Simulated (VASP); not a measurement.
Write the native input for VASP 6.6.1 that does the following.

```
Task                   : single point
Functional             : r2SCAN
Potentials or basis    : VASP PAW PBE potentials, release 64 (Ti_sv)
Cutoff                 : 520 eV
k mesh                 : 20 × 20 × 20
Occupations            : gaussian, width 0.15 eV
Spin                   : no spin polarisation
Dipole correction      : no
Further INCAR settings : ALGO = Normal; EDIFF = 1e-07; NBANDS = 12
```

Ti:

```
Ti
1.0
     0.00000    2.19240    2.11120
     2.19240    0.00000    2.11120
     2.19240    2.19240    0.00000
Ti
1
Direct
  0.00000 0.00000 0.00000
```

This cell differs from its parent crystal: strain +0.080 along x and y, +0.040 along z.

These files were run (other wordings do the same):

POSCAR

```
Ti
1.0
    0.0000000000      2.1924000000      2.1112000000
    2.1924000000      0.0000000000      2.1112000000
    2.1924000000      2.1924000000      0.0000000000
Ti
1
Direct
    0.0000000000      0.0000000000      0.0000000000
```

INCAR.step1

```
SYSTEM = Ti
PREC = Accurate ; ENCUT = 520
ISMEAR = 0 ; SIGMA = 0.15
LREAL = .FALSE. ; LASPH = .TRUE.
NELM = 80 ; NBANDS = 12
GGA = PE ; ALGO = Normal
EDIFF = 1E-4 ; LWAVE = .TRUE.
LCHARG = .FALSE.
```

INCAR.step2

```
SYSTEM = Ti
PREC = Accurate ; ENCUT = 520
EDIFF = 1E-7 ; ISMEAR = 0
SIGMA = 0.15 ; LREAL = .FALSE.
LASPH = .TRUE. ; NELM = 80
ALGO = Normal ; ISIF = 2
LWAVE = .FALSE. ; LCHARG = .TRUE.
METAGGA = R2SCAN ; LMIXTAU = .TRUE.
LELF = .TRUE. ; LVHAR = .TRUE.
NBANDS = 12 ; ISTART = 1
```

KPOINTS

```
Automatic mesh
0
G
  20 20 20
  0 0 0
```

Potentials or basis: VASP PAW PBE potentials, release 64 (Ti_sv).

Run with:

```console
$ cat potpaw_PBE.64/Ti_sv/POTCAR > POTCAR
$ cp INCAR.step1 INCAR
$ mpirun -np 1 vasp_std > vasp.out
$ cp INCAR.step2 INCAR
$ mpirun -np 1 vasp_std > vasp.out
```

It gave:

```yaml
Pressure: -13.1 GPa
Band_gap_on_the_k_mesh: zero (bands 6 and 7 overlap by 1.25 eV)
```

Caveat: the cell differs from its parent crystal (strain +0.080 along x and y, +0.040 along z); the cell stands under tension; the PAW data sets were made with another functional, which shifts forces and pressure a little.

It took 5.6 min on 1 thread of Intel(R) Xeon(R) Platinum 8375C CPU @ 2.90GHz (Ice Lake), with other jobs on the host, peak memory 0.26 GiB.
